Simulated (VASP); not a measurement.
# Al32NiO48 (a cell with a defect) in VASP: further runs, part 3 of 3

VASP 6.6.1.

### Step 5. Single point, PBE

INCAR reads:

```
PREC     = Accurate       # precision mode
ENCUT    = 520            # plane-wave cutoff, eV
EDIFF    = 1E-6           # SCF threshold, eV
ISMEAR   = -1             # smearing method
SIGMA    = 0.01           # smearing width, eV
LREAL    = Auto         
LASPH    = True           # aspherical terms in the spheres
NELM     = 120            # most SCF steps
ALGO     = Normal         # electronic algorithm
ISIF     = 2              # what is computed and relaxed
LWAVE    = False          # write WAVECAR
LCHARG   = True           # write CHGCAR
GGA      = PE             # functional
LELF     = True           # ELF
LVHAR    = True         
NBANDS   = 243            # bands
GGA_COMPAT= False
```

KPOINTS reads:

```
Automatic mesh
0
Gamma
  1 1 1
```

POSCAR reads:

```
Al32NiO48
1.0
    4.8078835200      2.7758328500      8.7484141900
   -4.8078835200      2.7758328500      8.7484141900
    0.0000000000     -5.5516656900      8.7484141900
Al O Ni
32 48 1
Direct
    0.3215067841      0.3150954391      0.3245140223
    0.4194873777      0.4239036661      0.4264096033
    0.0713265316      0.0767717551      0.0720493833
    0.1726472240      0.1758690159      0.1767179226
    0.3201801823      0.3248604122      0.8223652372
    0.4220375384      0.4196190106      0.9266941103
    0.0726498215      0.0717483854      0.5748532899
    0.1758520545      0.1753730495      0.6746946575
    0.3195290978      0.8262069301      0.3261463865
    0.4248956878      0.9229564229      0.4288536628
    0.0753144526      0.5696596234      0.0769389317
    0.1730056898      0.6794293562      0.1785401461
    0.3230124606      0.8248937957      0.8253322788
    0.4180655562      0.9387414397      0.9211234458
    0.0714599110      0.5755078959      0.5733735908
    0.1758391147      0.6746165892      0.6767339912
    0.8206538261      0.3239830998      0.3249912514
    0.9246986014      0.4239321020      0.4280807854
    0.5729595853      0.0690952570      0.0728469518
    0.6768795045      0.1707374589      0.1760262713
    0.8303063244      0.3216217878      0.8183264534
    0.9233212152      0.4303878923      0.9243460425
    0.5718173149      0.0761753157      0.5698783765
    0.6739896235      0.1756880341      0.6756417557
    0.8245448286      0.8235233813      0.3228351591
    0.9243611604      0.9278527175      0.4240401456
    0.5681261000      0.6124466413      0.0809147420
    0.6847260698      0.6779871378      0.1845685861
    0.8253386599      0.8275302688      0.8203786257
    0.9290425028      0.9233025551      0.9268883519
    0.5715040440      0.5715562500      0.5793420377
    0.6776409623      0.6825052649      0.6677859917
    0.2192795766      0.0267682572      0.3760079905
    0.4707872113      0.1189583883      0.2758424757
    0.0238783887      0.3737235946      0.2241047491
    0.3736301923      0.2167532636      0.0269396249
    0.1230982078      0.2745966784      0.4723977768
    0.2723839043      0.4605877150      0.1300418179
    0.2181452875      0.0342916237      0.8724344982
    0.4697721752      0.1295234997      0.7738374140
    0.0324214480      0.3733259215      0.7169385009
    0.3704010786      0.2179510458      0.5327853512
    0.1210345448      0.2809011465      0.9714420134
    0.2760948607      0.4726380998      0.6239982270
    0.2178607289      0.5310186900      0.3750490768
    0.4679331421      0.6260309822      0.2859477932
    0.0244907490      0.8794582171      0.2198639657
    0.3610733358      0.7419242846      0.0313433910
    0.1225720300      0.7804615123      0.4713065083
    0.2744547132      0.9758188344      0.1255906648
    0.2207854891      0.5254018538      0.8764073002
    0.4679393303      0.6262106355      0.7776956789
    0.0293375690      0.8729488967      0.7231785262
    0.3738580517      0.7208550189      0.5302888659
    0.1272818885      0.7740321658      0.9744329832
    0.2774963489      0.9697096660      0.6257870378
    0.7197867220      0.0276220749      0.3739263145
    0.9674483931      0.1275967238      0.2769781708
    0.5126915727      0.3549974446      0.2448057491
    0.8749729552      0.2232541715      0.0253039255
    0.6220707408      0.2799129092      0.4691715948
    0.7758077242      0.4819048053      0.1245991372
    0.7241036321      0.0257031850      0.8729119628
    0.9737807386      0.1218368462      0.7779543157
    0.5256830988      0.3741914920      0.7217899408
    0.8730175124      0.2196013082      0.5295720922
    0.6296276622      0.2634488659      0.9630715289
    0.7773568942      0.4699761114      0.6251402958
    0.7208969357      0.5261902636      0.3806836962
    0.9712815604      0.6232621059      0.2800929985
    0.5278588770      0.8720833144      0.2253315658
    0.8779986167      0.7215330956      0.0296236627
    0.6251717840      0.7772316242      0.4718164954
    0.7794708854      0.9681212543      0.1252546008
    0.7467230836      0.5470458252      0.8435641659
    0.9736996267      0.6274472700      0.7775133437
    0.5256072523      0.8775935250      0.7206780877
    0.8762949502      0.7258717969      0.5215476309
    0.6198814858      0.7961609227      0.9698984657
    0.7765618831      0.9730712195      0.6230105044
    0.5709674916      0.4641629075      0.0077974735
```

Potentials or basis: VASP PAW PBE potentials, release 64 (Al, O, Ni).

The run is started by

```console
> cat potpaw_PBE.64/Al/POTCAR potpaw_PBE.64/O/POTCAR potpaw_PBE.64/Ni/POTCAR > POTCAR
> mpirun -np 1 vasp_gam > vasp.out
```

OUTCAR:

```text
PREC = Accurate
   ENCUT = 520
   EDIFF = 1E-6
   ISMEAR = -1
   LREAL = Auto
   LASPH = True
   NELM = 120
   ISIF = 2
   GGA = PE

 ion  position               nearest neighbor table
   1  0.322  0.315  0.325-  37 1.85  38 1.85  59 1.86  34 1.86  42 2.03  45 2.10   2 2.70   8 2.79
                            20 2.84  12 2.91  81 2.99  10 3.19  18 3.23   6 3.25
   2  0.419  0.424  0.426-  44 1.87  61 1.89  46 1.91  59 1.91  45 1.96  42 1.99   1 2.70  23 2.79
                            15 2.79  27 2.86   5 3.25  17 3.29   9 3.30
   3  0.071  0.077  0.072-  60 1.86  39 1.86  47 1.87  43 1.99  58 1.99  50 2.00   4 2.67  14 2.77
                            26 2.82  22 2.83  20 3.23  12 3.24   8 3.25
   4  0.173  0.176  0.177-  36 1.87  35 1.87  33 1.88  50 1.95  58 1.99  43 2.00   3 2.67   9 2.80
                            17 2.82   5 2.84  11 3.23   7 3.25  19 3.26
   5  0.320  0.325  0.822-  40 1.86  44 1.86  43 1.87  51 1.98  36 2.00  65 2.00   6 2.63  16 2.80
                            24 2.83   4 2.84  14 3.16  22 3.24   2 3.25
   6  0.422  0.420  0.927-  38 1.89  67 1.91  52 1.94  51 1.95  65 1.96  36 1.97  81 2.46   5 2.63
[... 430 lines left out ...]
  band No.  band energies     occupation
      1     -13.0969      2.00000
      2     -12.1855      2.00000
      3     -12.1479      2.00000
      4     -12.0658      2.00000
      5     -12.0417      2.00000
      6     -12.0285      2.00000
[... 201 lines left out ...]
    208      15.1813      0.00000
    209      15.2013      0.00000
 [bands above 209 left out]

------------------------ aborting loop because EDIFF is reached ----------------------------------------

  FORCE on cell =-STRESS in cart. coord.  units (eV):
  Direction    XX          YY          ZZ          XY          YZ          ZX
  --------------------------------------------------------------------------------------
  -------------------------------------------------------------------------------------
  Total       20.1680253     22.6175711     20.9779204     -0.1965862      1.6077218     -3.7258833
  in kB       46.1260352     51.7283603     47.9783360     -0.4496097      3.6770001     -8.5214204
  external PRESSURE =      48.6109105 kB  Pullay stress =       0.0000000 kB

 VOLUME and BASIS-vectors are now :
 -----------------------------------------------------------------------------
  energy-cutoff  :      520.00
  volume of cell :      700.53
      direct lattice vectors                 reciprocal lattice vectors
     4.807883520  2.775832850  8.748414190     0.103995864  0.060042040  0.038102144
    -4.807883520  2.775832850  8.748414190    -0.103995864  0.060042040  0.038102144
     0.000000000 -5.551665690  8.748414190     0.000000000 -0.120084080  0.038102144

 POSITION                                       TOTAL-FORCE (eV/Angst)
 -----------------------------------------------------------------------------------
      0.03082     -0.03449      8.40824        -0.078085     -0.181469      0.235309
     -0.02123     -0.02617     11.10874         0.045503     -0.020001      0.123791
     -0.02618      0.01110      1.92594         0.033206     -0.033909      0.007789
     -0.01549     -0.01366      4.59497        -0.016095      0.022365      0.043490
     -0.02250     -2.77497     12.83747        -0.004447     -0.010059     -0.042274
      0.01163     -2.80840     15.47026        -0.106994      0.134263     -0.060535
[... 73 lines left out ...]
     -0.94479      1.39794     20.75687         0.013344     -0.017093      0.002913
      0.51350      2.83006      9.12396         0.576352     -0.233545     -0.396577
 -----------------------------------------------------------------------------------
    total drift:                               -0.006720      0.010666     -0.036423

  FREE ENERGIE OF THE ION-ELECTRON SYSTEM (eV)
  ---------------------------------------------------
  free  energy   TOTEN  =      -596.0271909710 eV

  energy  without entropy=     -596.0271909710  energy(sigma->0) =     -596.02719097
```

stdout:

```text
POSCAR found type information on POSCAR AlO Ni
 POSCAR found :  3 types and      81 ions
 scaLAPACK will be used
 LDA part: xc-table for (Slater+PW92), standard interpolation
 POSCAR, INCAR and KPOINTS ok, starting setup
 FFT: planning ... GRIDC
 FFT: planning ... GRID_SOFT
 FFT: planning ... GRID
 WAVECAR not read
 entering main loop
```

Run time: 5.8 min. Hardware: 1 thread of AMD EPYC 9R45 (Zen 5), shared host; peak memory 0.93 GiB.

What came out:

```yaml
Free_energy: -596.0272 eV
Pressure: 4.9 GPa
Largest_force: 0.738 eV/Å
Band_gap_on_the_k_mesh: 1.58 eV
```

Forces in eV/Å, atoms in the order of the input:
```
Al  -0.078 -0.181  0.235
Al   0.046 -0.020  0.124
Al   0.033 -0.034  0.008
Al  -0.016  0.022  0.043
Al  -0.004 -0.010 -0.042
Al  -0.107  0.134 -0.061
Al  -0.023  0.025  0.005
Al  -0.003 -0.109  0.024
Al  -0.001  0.020  0.011
Al  -0.023  0.028  0.018
Al  -0.069  0.069  0.011
Al   0.122  0.041 -0.095
Al  -0.005  0.010 -0.031
Al   0.033 -0.049  0.016
Al   0.020 -0.009 -0.032
Al  -0.036  0.028 -0.003
Al  -0.004  0.030  0.005
Al  -0.007  0.039  0.004
Al  -0.047  0.015  0.062
Al   0.123 -0.110  0.109
Al  -0.014  0.010 -0.030
Al  -0.029 -0.045  0.011
Al   0.042 -0.077  0.051
Al  -0.010  0.003  0.050
Al   0.032  0.014 -0.001
Al   0.031 -0.020  0.012
Al  -0.041 -0.131 -0.164
Al  -0.043  0.070 -0.107
Al  -0.015 -0.028 -0.033
Al  -0.073  0.020 -0.016
Al  -0.011  0.094 -0.046
Al  -0.012 -0.008 -0.012
O   -0.017  0.024  0.029
O    0.004 -0.049  0.079
O    0.008  0.064  0.048
O   -0.107  0.006  0.088
O   -0.045 -0.023  0.020
O   -0.344  0.236  0.288
O    0.033 -0.058  0.018
O    0.012 -0.050  0.016
O   -0.008 -0.033  0.006
O    0.010 -0.081  0.085
O   -0.003  0.005 -0.008
O   -0.017  0.002  0.005
O    0.068  0.010 -0.047
O   -0.028 -0.002 -0.004
O    0.072 -0.006 -0.008
O    0.080 -0.052 -0.060
O    0.018  0.001 -0.002
O    0.016  0.014  0.009
O   -0.060  0.048 -0.025
O   -0.031  0.063 -0.028
O   -0.036  0.039 -0.026
O   -0.025  0.024 -0.003
O   -0.109  0.077 -0.016
O   -0.018  0.012  0.024
O    0.058 -0.069  0.062
O    0.008 -0.007  0.026
O    0.132 -0.027  0.244
O    0.024 -0.021 -0.009
O    0.018 -0.036  0.042
O    0.021 -0.002 -0.011
O   -0.023 -0.024 -0.020
O   -0.024  0.004 -0.007
O   -0.061  0.062 -0.058
O   -0.016  0.028  0.006
O    0.029  0.174 -0.161
O   -0.038  0.044 -0.020
O   -0.018  0.062 -0.039
O   -0.032  0.024 -0.049
O   -0.029  0.038 -0.014
O   -0.035  0.015 -0.040
O   -0.003  0.020  0.000
O   -0.025  0.019  0.025
O    0.014 -0.078 -0.105
O   -0.002  0.000 -0.028
O    0.024 -0.022 -0.001
O    0.041 -0.032  0.003
O    0.063 -0.031 -0.071
O    0.013 -0.017  0.003
Ni   0.576 -0.234 -0.397
```

Caveat: the k points lie up to 0.79 Å⁻¹ apart.

### Step 6. Single point, PBE

INCAR reads:

```
PREC = Accurate
ENCUT = 520
EDIFF = 1E-6
ISMEAR = -1
SIGMA = 0.01
LREAL = Auto
LASPH = True
NELM = 120
ALGO = Normal
ISIF = 2
LWAVE = False
LCHARG = False
GGA = PE
NBANDS = 243
GGA_COMPAT = False
```

KPOINTS is that of step 5.

POSCAR reads:

```
Al32NiO48
1.0
    4.8078835200      2.7758328500      8.7484141900
   -4.8078835200      2.7758328500      8.7484141900
    0.0000000000     -5.5516656900      8.7484141900
Al O Ni
32 48 1
Direct
    0.3102924865      0.3083134452      0.3410388471
    0.4284743541      0.4272973289      0.4211559702
    0.0735136196      0.0741860569      0.0734544616
    0.1750639984      0.1779869062      0.1742201985
    0.3213207463      0.3239029636      0.8187946507
    0.4230389822      0.4239539378      0.9139953763
    0.0714192569      0.0735942264      0.5741392527
    0.1729866775      0.1740915295      0.6807883074
    0.3236170230      0.8267267572      0.3210312280
    0.4256580809      0.9233695978      0.4273031696
    0.0698364670      0.5761711130      0.0698287835
    0.1736727472      0.6768546546      0.1783722142
    0.3233291854      0.8247970329      0.8232007703
    0.4244222796      0.9296056914      0.9238062247
    0.0728856480      0.5742890181      0.5736016676
    0.1758082591      0.6778948821      0.6714504135
    0.8229602179      0.3248352134      0.3220675313
    0.9219267432      0.4282791766      0.4249828931
    0.5742932228      0.0746696379      0.0723897024
    0.6810291022      0.1716136828      0.1784941506
    0.8250119111      0.3237919897      0.8219051472
    0.9279423418      0.4267444675      0.9233571387
    0.5742490470      0.0741558168      0.5726928995
    0.6761114206      0.1766336379      0.6743534202
    0.8234579443      0.8228148338      0.3249648229
    0.9259452369      0.9261919151      0.4253496664
    0.5863586206      0.5845099902      0.0701615650
    0.6785619665      0.6801639188      0.1766001416
    0.8253599500      0.8264554424      0.8206849408
    0.9259282782      0.9275855562      0.9260664955
    0.5735420439      0.5759214693      0.5720783198
    0.6759926160      0.6769485460      0.6747968503
    0.2205980445      0.0302246721      0.3735714743
    0.4726748344      0.1185373032      0.2810853823
    0.0245830477      0.3753891754      0.2219406039
    0.3757305253      0.2207710724      0.0237645308
    0.1158745657      0.2765319520      0.4780302076
    0.2570067157      0.4675754610      0.1235627372
    0.2208216354      0.0309324677      0.8737792548
    0.4707559783      0.1257842266      0.7755956748
    0.0283621295      0.3748927792      0.7208004671
    0.3740138951      0.2211611904      0.5258440830
    0.1247445907      0.2786031434      0.9698679984
    0.2785011953      0.4724116750      0.6207152601
    0.2182788858      0.5278394219      0.3781540218
    0.4733707658      0.6289232031      0.2756278736
    0.0275472116      0.8757632682      0.2216511174
    0.3717371354      0.7334149907      0.0239943439
    0.1254289645      0.7801829715      0.4693069624
    0.2771826184      0.9745339553      0.1235627328
    0.2189663689      0.5291781271      0.8693083009
    0.4697232875      0.6267526741      0.7747600870
    0.0284989366      0.8751910378      0.7201224894
    0.3746912132      0.7232834769      0.5258638355
    0.1248300701      0.7795006724      0.9708527644
    0.2770647801      0.9726868737      0.6243444560
    0.7227081159      0.0246163285      0.3769178224
    0.9700243958      0.1263733416      0.2764263812
    0.5760446821      0.3645445500      0.2271430881
    0.8773913934      0.2215106952      0.0245633517
    0.6249244962      0.2777051859      0.4760110336
    0.7882537833      0.4816371621      0.1171684389
    0.7221439464      0.0283804669      0.8728591727
    0.9722319874      0.1238863519      0.7784774039
    0.5262388768      0.3773993725      0.7168745308
    0.8736242507      0.2224015272      0.5278432676
    0.6323697553      0.2714568935      0.9604657413
    0.7771054655      0.4726623579      0.6245148344
    0.7207495266      0.5298630385      0.3748176776
    0.9687153313      0.6263378604      0.2787932728
    0.5281232949      0.8765689245      0.2203741859
    0.8744918722      0.7268620477      0.0258624751
    0.6248000713      0.7775481562      0.4714126215
    0.7786435531      0.9715810475      0.1256649770
    0.7248741569      0.5313153912      0.8715278411
    0.9721722077      0.6267957041      0.7749579848
    0.5281436595      0.8760649419      0.7193994716
    0.8750414210      0.7216533456      0.5275942299
    0.6252738551      0.7842273732      0.9685449579
    0.7786473859      0.9717833045      0.6237194754
    0.4534767325      0.4493202258      0.1022059838
```

Potentials or basis: VASP PAW PBE potentials, release 64 (Al, O, Ni).

The run is started by

```console
> cat potpaw_PBE.64/Al/POTCAR potpaw_PBE.64/O/POTCAR potpaw_PBE.64/Ni/POTCAR > POTCAR
> mpirun -np 1 vasp_gam > vasp.out
```

Wall time 5.5 min (1 thread of AMD EPYC 9R45 (Zen 5), shared host); peak memory 0.93 GiB.

Results (log left out):

| Item | Value |
| --- | --- |
| Free energy | -596.4178 eV |
| Pressure | 4.3 GPa |
| Largest force | 0.200 eV/Å |
| Band gap on the k mesh | 2.17 eV |

Forces in eV/Å, atoms in the order of the input:
```
Al   0.041  0.009 -0.034
Al  -0.003 -0.007 -0.004
Al  -0.001  0.000 -0.014
Al  -0.003 -0.005  0.002
Al   0.000  0.001 -0.009
Al   0.014 -0.009 -0.009
Al   0.000 -0.001 -0.009
Al  -0.004  0.018  0.004
Al   0.000 -0.002 -0.014
Al   0.003 -0.007  0.003
Al   0.007 -0.013 -0.014
Al  -0.001 -0.017  0.013
Al  -0.006  0.000 -0.007
Al  -0.006  0.004  0.011
Al  -0.002 -0.002 -0.013
Al   0.000 -0.001  0.007
Al  -0.001 -0.005 -0.012
Al   0.010 -0.007  0.010
Al   0.001 -0.001 -0.012
Al   0.001  0.006 -0.013
Al   0.006  0.001 -0.008
Al   0.001 -0.003  0.012
Al  -0.003  0.013 -0.013
Al  -0.003 -0.003  0.008
Al  -0.003 -0.002 -0.006
Al  -0.001  0.002  0.005
Al  -0.019  0.015  0.030
Al   0.006 -0.002  0.017
Al   0.001 -0.002 -0.008
Al   0.002 -0.004  0.010
Al   0.007 -0.007 -0.012
Al   0.001  0.001  0.010
O   -0.001 -0.002 -0.006
O   -0.023 -0.001 -0.014
O   -0.002 -0.001 -0.004
O    0.005 -0.009  0.006
O   -0.002  0.010 -0.010
O    0.000 -0.054 -0.054
O   -0.006  0.004 -0.003
O   -0.004  0.002  0.002
O    0.002  0.003 -0.002
O    0.004  0.009 -0.009
O   -0.001  0.002  0.000
O    0.007  0.000 -0.003
O    0.002 -0.007 -0.001
O   -0.001 -0.007  0.000
O   -0.001  0.004 -0.002
O   -0.006  0.003  0.006
O   -0.003  0.004 -0.002
O    0.001 -0.003  0.002
O   -0.004 -0.001  0.008
O   -0.004 -0.010  0.002
O    0.002  0.001  0.003
O    0.003 -0.003 -0.001
O    0.014 -0.005  0.000
O    0.005 -0.003 -0.004
O   -0.006  0.002 -0.010
O   -0.001 -0.004 -0.005
O    0.037 -0.029  0.030
O    0.000  0.004 -0.004
O   -0.005  0.001 -0.002
O    0.002  0.000  0.003
O   -0.006 -0.001  0.003
O    0.004  0.001 -0.002
O    0.009 -0.007  0.004
O    0.005 -0.007  0.001
O    0.001 -0.018  0.010
O    0.004 -0.007  0.000
O   -0.008 -0.005  0.003
O    0.000 -0.002  0.000
O   -0.001 -0.002  0.005
O   -0.004 -0.004 -0.001
O   -0.004 -0.003 -0.003
O    0.002 -0.006 -0.007
O    0.001  0.014  0.008
O   -0.001 -0.002  0.001
O    0.000  0.000  0.000
O    0.002  0.001  0.000
O   -0.007  0.009  0.009
O    0.002  0.001 -0.001
Ni  -0.059  0.156  0.111
```

Stress tensor (GPa, compression positive):
```
 3.84 -0.12  0.25
-0.12  4.46  0.46
 0.25  0.46  4.75
```

Levels at points of the mesh, in eV from the valence-band top:
```csv
k point,band 193,band 194,band 195,band 196,band 197,band 198,band 199,band 200,band 201,band 202
"(0.00, 0.00, 0.00)",-1.15,-0.76,-0.63,-0.34,0.00,2.17,4.00,4.15,4.47,4.87
```

Caveat: the k points lie up to 0.79 Å⁻¹ apart. Spin polarisation is off, so any magnetic state and its effect on volume and gap are missing.

### Step 7. Summary

| cell | gap on the mesh (eV) | pressure (GPa) | largest force (eV/Å) |
| --- | --- | --- | --- |
| as given, atomic positions A | 2.18 | 4.3 | 0.04 |
| as given, atomic positions B | 2.19 | 4.3 | 0.05 |
| as given, atomic positions C | 1.58 | 4.9 | 0.74 |
| as given, atomic positions D | 2.17 | 4.3 | 0.20 |

Alike in all rows: task single point; level PBE; potentials or basis VASP PAW PBE potentials, release 64 (Al, O, Ni); no spin polarisation; k mesh 1 × 1 × 1; cutoff (eV) 520; smearing fermi-dirac 0.01 eV.

Caveats: all runs use coarse meshes.

Total energies depend on the potentials used, so only differences within one code and one set of settings carry meaning.
